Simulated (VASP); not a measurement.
# CdS (F-43m) in VASP: further runs

The runs below take CdS through G0W0 quasiparticle levels, with PBE.

All numbers are computed with VASP 6.6.1; they aren't measurements. Logs are shortened: lines on timing, memory, paths and dates and some standing lists are left out, and cuts for length are marked.

## (1) The cell of the first run

Symmetry: F-43m, No. 216, cubic system. The conventional cell has a = 5.878 Å, b = 5.878 Å, c = 5.878 Å, α = 90.00°, β = 90.00°, γ = 90.00°. Cd (site symmetry -43m) has 4 S at 2.55 Å within 3.4 Å. S (site symmetry -43m) has 4 Cd at 2.55 Å within 3.4 Å.

## (2) G0W0 quasiparticle levels, PBE

The input, POSCAR:

```
CdS
1.0
    0.0000000000      2.9392138866      2.9392138866
    2.9392138866      0.0000000000      2.9392138866
    2.9392138866      2.9392138866      0.0000000000
Cd S
1 1
Direct
    0.0000000000      0.0000000000      0.0000000000
    0.2500000000      0.2500000000      0.2500000000
```

The input, INCAR.step1:

```
SYSTEM = CdS
PREC = Accurate
ENCUT = 500
EDIFF = 1E-8
ISMEAR = 0
SIGMA = 0.01
LREAL = .False.
LASPH = .True.
NELM = 100
ALGO = Normal
LWAVE = .True.
LCHARG = .False.
GGA = PE
```

The input, INCAR.step2:

```
SYSTEM = CdS
PREC = Accurate
ENCUT = 500
EDIFF = 1E-8
ISMEAR = 0
SIGMA = 0.01
LREAL = .False.
LASPH = .True.
NELM = 1
ALGO = Exact
LWAVE = .True.
LCHARG = .False.
GGA = PE
NBANDS = 200
LOPTICS = .True.
ISTART = 1
```

The input, INCAR.step3:

```
SYSTEM = CdS
PREC = Accurate
ENCUT = 500
EDIFF = 1E-8
ISMEAR = 0
SIGMA = 0.01
LREAL = .False.
LASPH = .True.
ALGO = EVGW0
LWAVE = .False.
LCHARG = .False.
GGA = PE
NELMGW = 1
NBANDS = 200
ENCUTGW = 140.0
NOMEGA = 96
PRECFOCK = Fast
ISTART = 1
NBANDSGW = 17
OMEGAMAX = 20
```

The input, KPOINTS:

```
regular mesh
0
Gamma
  4 4 4
  0 0 0
```

Potentials or basis: VASP PAW PBE potentials, release 64 (Cd_GW, S_GW).

Launch:

```bash
$ cat potpaw_PBE.64/Cd_GW/POTCAR potpaw_PBE.64/S_GW/POTCAR > POTCAR
$ cp INCAR.step1 INCAR
$ mpirun -np 1 vasp_std > vasp.out
$ cp INCAR.step2 INCAR
$ mpirun -np 1 vasp_std > vasp.out
$ cp INCAR.step3 INCAR
$ mpirun -np 1 vasp_std > vasp.out
```

OUTCAR:

```text
SYSTEM = CdS
   PREC = Accurate
   ENCUT = 500
   EDIFF = 1E-8
   ISMEAR = 0
   LREAL = .False.
   LASPH = .True.
   GGA = PE
   NELMGW = 1
   ENCUTGW = 140.0
   PRECFOCK = Fast
   ISTART = 1

 ion  position               nearest neighbor table
   1  0.000  0.000  0.000-   2 2.55   2 2.55   2 2.55   2 2.55
   2  0.250  0.250  0.250-   1 2.55   1 2.55   1 2.55   1 2.55

  LATTYP: Found a face centered cubic cell.
 ALAT       =     5.8784277732

  Lattice vectors:

 A1 = (   0.0000000000,   2.9392138866,   2.9392138866)
 A2 = (   2.9392138866,   0.0000000000,   2.9392138866)
 A3 = (   2.9392138866,   2.9392138866,   0.0000000000)

Analysis of symmetry for initial positions (statically):
=====================================================================
 Subroutine PRICEL returns:
 Original cell was already a primitive cell.

 Routine SETGRP: Setting up the symmetry group for a
 face centered cubic supercell.

 Subroutine GETGRP returns: Found 24 space group operations
 (whereof 24 operations were pure point group operations)
 out of a pool of 48 trial point group operations.

The static configuration has the point symmetry T_d .

Analysis of symmetry for dynamics (positions and initial velocities):
=====================================================================
 Subroutine PRICEL returns:
 Original cell was already a primitive cell.

 Routine SETGRP: Setting up the symmetry group for a
 face centered cubic supercell.

 Subroutine GETGRP returns: Found 24 space group operations
 (whereof 24 operations were pure point group operations)
 out of a pool of 48 trial point group operations.

The dynamic configuration has the point symmetry T_d .

 Subroutine INISYM returns: Found 24 space group operations
 (whereof 24 operations are pure point group operations),
 and found     1 'primitive' translations

----------------------------------------------------------------------------------------

                                     Primitive cell

  volume of cell :      50.7836

  direct lattice vectors                    reciprocal lattice vectors
     0.000000000  2.939213887  2.939213887    -0.170113513  0.170113513  0.170113513
     2.939213887  0.000000000  2.939213887     0.170113513 -0.170113513  0.170113513
     2.939213887  2.939213887  0.000000000     0.170113513  0.170113513 -0.170113513

[... 46 lines left out ...]
  0.500000  0.500000  0.000000      3.000000
 -0.250000  0.500000  0.250000      6.000000
   k-points           NKPTS =      8   k-points in BZ     NKDIM =     64   number of bands    NBANDS=    200
   number of dos      NEDOS =    301   number of ions     NIONS =      2
   total plane-waves  NPLWV =  27000
   dimension x,y,z NGX =    30 NGY =   30 NGZ =   30
   dimension x,y,z NGXF=    60 NGYF=   60 NGZF=   60
   ions per type =               1   1
   NGX,Y,Z   is equivalent  to a cutoff of  12.00, 12.00, 12.00 a.u.
   NGXF,Y,Z  is equivalent  to a cutoff of  24.00, 24.00, 24.00 a.u.
 SYSTEM =  CdS
   PREC   = accura    normal or accurate (medium, high low for compatibility)
   ISTART =      1    job   : 0-new  1-cont  2-samecut
   ICHARG =      0    charge: 1-file 2-atom 10-const
   ISPIN  =      1    spin polarized calculation?
   LNONCOLLINEAR =      F non collinear calculations
   LSORBIT =      F    spin-orbit coupling
   LASPH  =      T    aspherical Exc in radial PAW
   ENCUT  =  500.0 eV  36.75 Ry    6.06 a.u.   7.58  7.58  7.58*2*pi/ulx,y,z
   NELM   =     60;   NELMIN=  2; NELMDL=  0     # of ELM steps
   EDIFF  = 0.1E-07   stopping-criterion for ELM
   LREAL  =      F    real-space projection
   EDIFFG = 0.1E-06   stopping-criterion for IOM
   NSW    =      0    number of steps for IOM
   IBRION =     -1    ionic relax: 0-MD 1-quasi-New 2-CG
   NFREE  =      0    steps in history (QN), initial steepest desc. (CG)
   ISIF   =      0    stress and relaxation
   ISYM   =      3    0-nonsym 1-usesym 2-fastsym
   POTIM  = 0.5000    time-step for ionic-motion
   TEBEG  =    0.0;   TEEND  =   0.0 temperature during run
   PSTRESS=    0.0 pullay stress
   NELECT =      18.0000    total number of electrons
   NUPDOWN=      -1.0000    fix difference up-down
   EMIN   =  10.00;   EMAX   =-10.00  energy-range for DOS
   EFERMI =   0.00;   METHOD = LEGACY
   ISMEAR =     0;   SIGMA  =   0.01  broadening in eV -4-tet -1-fermi 0-gaus
   EFERMI_NEDOS =   21; number of points for ismear=-14 and -15
   IALGO  =     38    algorithm
   IMIX   =      4    mixing-type and parameters
     AMIX     =   0.40;   BMIX     =  1.00
     AMIX_MAG =   1.60;   BMIX_MAG =  1.00
  volume/ion in A,a.u.               =      25.39       171.35
  Fermi-wavevector in a.u.,A,eV,Ry     =   1.158576  2.189391 18.263073  1.342298
  Thomas-Fermi vector in A             =   2.295177
   LORBIT       =      0    0 simple, 1 ext, 2 COOP (PROOUT), +10 PAW based schemes
   GGA     = PE    functional components
   LHFCALC =     T    Hartree Fock is set to
   PRECFOCK=fast      Normal, Fast or Accurate (Low or Medium for compatibility)
   ENCUT4O =  -1.0   cutoff for four orbital integrals eV
   NKREDX  =     1    reduce k-point grid by
   NKREDY  =     1    reduce k-point grid by
   NKREDZ  =     1    reduce k-point grid by
   AEXX    =    1.0000 exact exchange contribution
   HFSCREEN=    0.0000 screening length (either q_TF or 0.3 A-1)
   HFSCREENC=   0.0000 screening length for correlation (either q_TF or 0.3 A-1)
   ENCUTFOCK=  -1.0 apply spherical cutoff to Coloumb kernel
   IVDW    =     0    specifies the selected vdW correction
   LEPSILON=     F    determine dielectric tensor
   LRPA    =     F    only Hartree local field effects (RPA)
   LRPAFORCE           =     F    calculate RPA forces
   ENCUTGW             = 140.0    cutoff for response function in eV
   ENCUTGWSOFT         = 112.0    soft cutoff for Coulomb kernel in GW response function in eV
   ENCUTLF             =  -1.0    cutoff for local field effects
   NELMGW              =     1    number of iterations in solving QP/BSE equation
   NELMHF              =     1    number of iterations in the inner HF iteration
   NKREDLFX            =     1    NKREDLFY  =   1   NKREDLFZ  =   1
 non-spin polarized calculation
 Gauss-broadening in eV      SIGMA  =   0.01
  energy-cutoff  :      500.00
  volume of cell :       50.78
 maximum number of plane-waves:      1308
  NGX = 18; NGY = 18; NGZ = 18
   NGX = 15   NGY = 15   NGZ = 15
 maximum number of plane-waves:       200
 NGX is ok and might be reduce to    18

 QP shifts <psi_nk| G(iteration)W_0 |psi_nk>: iteration 1
 for sc-GW calculations column KS-energies equals QP-energies in previous step
 and V_xc(KS)=  KS-energies - (<T + V_ion + V_H > + <T+V_H+V_ion>^1  + <V_x>^1)

 k-point   1 :       0.0000    0.0000    0.0000
  band No.  KS-energies  QP-energies   sigma(KS)   V_xc(KS)     V^pw_x(r,r')   Z            occupation Imag(sigma)

      1      -9.7791     -10.1638     -13.6409     -12.9949     -20.8866       0.5955       2.0000       0.9872
      2      -5.2186      -7.0188     -17.7914     -15.1752     -22.9271       0.6881       2.0000       0.1450
      3      -5.2186      -7.0188     -17.7914     -15.1752     -22.9271       0.6881       2.0000       0.1450
      4      -5.2186      -7.0188     -17.7914     -15.1752     -22.9271       0.6881       2.0000       0.1450
      5      -4.7723      -6.7095     -18.2632     -15.4968     -23.2438       0.7003       2.0000       0.0843
      6      -4.7723      -6.7095     -18.2632     -15.4968     -23.2438       0.7003       2.0000       0.0843
[... 143 lines left out ...]
      3      -4.9838      -6.8602     -18.0941     -15.4035     -23.1894       0.6974       2.0000       0.1261
      4      -4.8084      -6.7326     -18.2549     -15.5074     -23.2796       0.7003       2.0000       0.1012
      5      -4.7639      -6.6915     -18.2074     -15.4577     -23.1981       0.7010       2.0000       0.0916
      6      -4.1768      -5.9658     -18.2118     -15.6628     -23.2110       0.7018       2.0000       0.1243
[... 9 lines left out ...]
     16      15.4700      15.9576     -10.9547     -11.6222      -5.1018       0.7305       0.0000      -0.4872
     17      15.6185      16.0399     -10.0791     -10.6577      -4.2570       0.7283       0.0000      -0.4563
```

OUTCAR.step2:

```text
SYSTEM = CdS
   PREC = Accurate
   ENCUT = 500
   EDIFF = 1E-8
[... 729 lines left out ...]
  --------------------------------------------------------------------------------------------------------------
     0.00000    12.00637    12.00637    12.00637    -0.00000     0.00000    -0.00000
     1.79297     5.01061     5.01061     5.01061    -0.00000     0.00000    -0.00000
     3.58595     5.96896     5.96896     5.96896    -0.00000     0.00000    -0.00000
     5.37892     3.54946     3.54946     3.54946     0.00000     0.00000    -0.00000
     7.17190     7.02424     7.02424     7.02424    -0.00000    -0.00000     0.00000
     8.96487    -0.49889    -0.49889    -0.49889     0.00000     0.00000     0.00000
[... 92 lines left out ...]
   175.71146     0.97910     0.97910     0.97910     0.00000    -0.00000     0.00000
   177.50444     0.97956     0.97956     0.97956     0.00000    -0.00000     0.00000
```

Wall time 3.4 min (1 thread of Intel Xeon 6975P-C (Granite Rapids), shared host); peak memory 0.57 GiB.

Results:

```
Quasiparticle gap                                   : 1.85 eV
Least direct quasiparticle gap                      : 1.85 eV
Band gap of the starting levels on the mesh         : 1.08 eV
Least direct gap of the starting levels on the mesh : 1.08 eV
```

Caveat: the k points lie up to 0.46 Å⁻¹ apart; bands, screening cutoff and mesh are small and nothing is extrapolated, so the quasiparticle values aren't converged.

## (3) G0W0 quasiparticle levels, PBE

POSCAR is that of step 2.

The input, INCAR.step1:

```
SYSTEM = CdS
ALGO = Normal ; EDIFF = 1E-8
ENCUT = 500 ; GGA = PE
ISMEAR = 0 ; LASPH = .True.
LCHARG = .False. ; LREAL = .False.
LWAVE = .True. ; NELM = 80
PREC = Accurate ; SIGMA = 0.01
```

The input, INCAR.step2:

```
SYSTEM = CdS
ALGO = Exact ; EDIFF = 1E-8
ENCUT = 500 ; GGA = PE
ISMEAR = 0 ; ISTART = 1
LASPH = .True. ; LCHARG = .False.
LOPTICS = .True. ; LREAL = .False.
LWAVE = .True. ; NBANDS = 91
NELM = 1 ; PREC = Accurate
SIGMA = 0.01
```

The input, INCAR.step3:

```
SYSTEM = CdS
ALGO = EVGW0 ; EDIFF = 1E-8
ENCUT = 500 ; ENCUTGW = 80.0
GGA = PE ; ISMEAR = 0
ISTART = 1 ; LASPH = .True.
LCHARG = .False. ; LREAL = .False.
LWAVE = .False. ; NBANDS = 91
NBANDSGW = 17 ; NELMGW = 1
NOMEGA = 96 ; OMEGAMAX = 20
PREC = Accurate ; PRECFOCK = Fast
SIGMA = 0.01
```

The input, KPOINTS:

```
k-points
0
Gamma
  6 6 6
  0 0 0
```

Potentials or basis: VASP PAW PBE potentials, release 64 (Cd_GW, S_GW).

Launch:

```bash
$ cat potpaw_PBE.64/Cd_GW/POTCAR potpaw_PBE.64/S_GW/POTCAR > POTCAR
$ cp INCAR.step1 INCAR
$ mpirun -np 1 vasp_std > vasp.out
$ cp INCAR.step2 INCAR
$ mpirun -np 1 vasp_std > vasp.out
$ cp INCAR.step3 INCAR
$ mpirun -np 1 vasp_std > vasp.out
```

OUTCAR:

```text
SYSTEM = CdS
   EDIFF = 1E-8
   ENCUT = 500
   ENCUTGW = 80.0
   GGA = PE
   ISMEAR = 0
   ISTART = 1
   LASPH = .True.
   LREAL = .False.
   NELMGW = 1
   PREC = Accurate
   PRECFOCK = Fast

 ion  position               nearest neighbor table
   1  0.000  0.000  0.000-   2 2.55   2 2.55   2 2.55   2 2.55
   2  0.250  0.250  0.250-   1 2.55   1 2.55   1 2.55   1 2.55

  LATTYP: Found a face centered cubic cell.
 ALAT       =     5.8784277732

  Lattice vectors:
[... 162 lines left out ...]
   ENCUTGW             =  80.0    cutoff for response function in eV
   ENCUTGWSOFT         =  64.0    soft cutoff for Coulomb kernel in GW response function in eV
   ENCUTLF             =  -1.0    cutoff for local field effects
   NELMGW              =     1    number of iterations in solving QP/BSE equation
   NELMHF              =     1    number of iterations in the inner HF iteration
   NKREDLFX            =     1    NKREDLFY  =   1   NKREDLFZ  =   1
 non-spin polarized calculation
 Gauss-broadening in eV      SIGMA  =   0.01
  energy-cutoff  :      500.00
  volume of cell :       50.78
 maximum number of plane-waves:      1308
  NGX = 18; NGY = 18; NGZ = 18
   NGX = 15   NGY = 15   NGZ = 15
 maximum number of plane-waves:        92
 NGX is ok and might be reduce to    14

 QP shifts <psi_nk| G(iteration)W_0 |psi_nk>: iteration 1
 for sc-GW calculations column KS-energies equals QP-energies in previous step
 and V_xc(KS)=  KS-energies - (<T + V_ion + V_H > + <T+V_H+V_ion>^1  + <V_x>^1)

 k-point   1 :       0.0000    0.0000    0.0000
  band No.  KS-energies  QP-energies   sigma(KS)   V_xc(KS)     V^pw_x(r,r')   Z            occupation Imag(sigma)

      1      -9.8018      -9.9816     -13.2893     -12.9975     -20.8909       0.6163       2.0000       1.0349
      2      -5.2199      -7.0130     -17.7202     -15.1735     -22.9142       0.7041       2.0000       0.3878
      3      -5.2199      -7.0130     -17.7202     -15.1735     -22.9142       0.7041       2.0000       0.3878
      4      -5.2199      -7.0130     -17.7202     -15.1735     -22.9142       0.7041       2.0000       0.3878
      5      -4.7714      -6.7087     -18.1936     -15.4973     -23.2374       0.7185       2.0000       0.3318
      6      -4.7714      -6.7087     -18.1936     -15.4973     -23.2374       0.7185       2.0000       0.3318
[... 311 lines left out ...]
      3      -4.9649      -6.8439     -18.0501     -15.4236     -23.1977       0.7154       2.0000       0.3767
      4      -4.8432      -6.7505     -18.1273     -15.4679     -23.2212       0.7172       2.0000       0.3544
      5      -4.7318      -6.6753     -18.2198     -15.5249     -23.2761       0.7212       2.0000       0.3329
      6      -4.2184      -5.9968     -18.0502     -15.5942     -23.1290       0.7241       2.0000       0.3548
[... 9 lines left out ...]
     16      15.4909      15.9183      -9.0975      -9.6612      -3.8281       0.7583       0.0000      -0.4542
     17      15.5816      16.3028      -9.8912     -10.8497      -4.5063       0.7525       0.0000      -0.4531
```

OUTCAR.step1:

```text
SYSTEM = CdS
   EDIFF = 1E-8
   ENCUT = 500
   GGA = PE
   ISMEAR = 0
   LASPH = .True.
   LREAL = .False.
[... 465 lines left out ...]
      0.00000      0.00000      0.00000         0.000000      0.000000      0.000000
      1.46961      1.46961      1.46961        -0.000000     -0.000000     -0.000000
 -----------------------------------------------------------------------------------
    total drift:                                0.000000      0.000000      0.000000

  FREE ENERGIE OF THE ION-ELECTRON SYSTEM (eV)
  ---------------------------------------------------
  free  energy   TOTEN  =        -6.1761126846 eV

  energy  without entropy=       -6.1761126846  energy(sigma->0) =       -6.17611268
```

Wall time 34 min (1 thread of Intel Xeon Platinum 8259CL at 2.50GHz (Skylake/Cascade Lake), shared host); peak memory 0.77 GiB.

What came out:

```yaml
Quasiparticle_gap: 1.86 eV
Least_direct_quasiparticle_gap: 1.86 eV
Band_gap_of_the_starting_levels_on_the_mesh: 1.09 eV
Least_direct_gap_of_the_starting_levels_on_the_mesh: 1.09 eV
```

Caveat: bands, screening cutoff and mesh are small and nothing is extrapolated, so the quasiparticle values aren't converged.
